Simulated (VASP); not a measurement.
A run of VASP 6.6.1:

The input INCAR:

```
SYSTEM = PbC
ALGO     = Normal         ! electronic algorithm
EDIFF    = 1E-8           ! SCF threshold, eV
ENCUT    = 520            ! plane-wave cutoff, eV
GGA      = PE             ! functional
IBRION   = 8              ! ionic algorithm
ISIF     = 2              ! what is computed and relaxed
ISMEAR   = -1             ! smearing method
LASPH    = .TRUE.         ! aspherical terms in the spheres
LCHARG   = .TRUE.         ! write CHGCAR
LREAL    = .FALSE.        ! projectors in reciprocal space
LWAVE    = .FALSE.        ! write WAVECAR
NBANDS   = 16             ! bands
NELM     = 80             ! most SCF steps
NSW      = 1              ! ionic steps
PREC     = Accurate       ! precision mode
SIGMA    = 0.15           ! smearing width, eV
```

The input KPOINTS:

```
k-points
0
G
  14 14 14
  0 0 0
```

Contents of POSCAR:

```
PbC
1.0
    3.2004000000      0.0000000000      0.0000000000
    0.0000000000      3.2004000000      0.0000000000
    0.0000000000      0.0000000000      3.2004000000
C Pb
1 1
Direct
    0.0000000000      0.0000000000      0.0000000000
    0.5000000000      0.5000000000      0.5000000000
```

Potentials or basis: VASP PAW PBE potentials, release 64 (C, Pb_d).

The run is started by

```console
$ cat potpaw_PBE.64/C/POTCAR potpaw_PBE.64/Pb_d/POTCAR > POTCAR
$ mpirun -np 1 vasp_std > vasp.out
```

Hardware: 1 thread of Intel(R) Xeon(R) 6975P-C (Granite Rapids), with other jobs on the host.

Problem. How long does it take, and how much memory?

Solution. Wall time 100 s on 1 thread of Intel(R) Xeon(R) 6975P-C (Granite Rapids) (shared host), peak memory 0.4 GiB. Counts: scf iterations 38, k points 120.
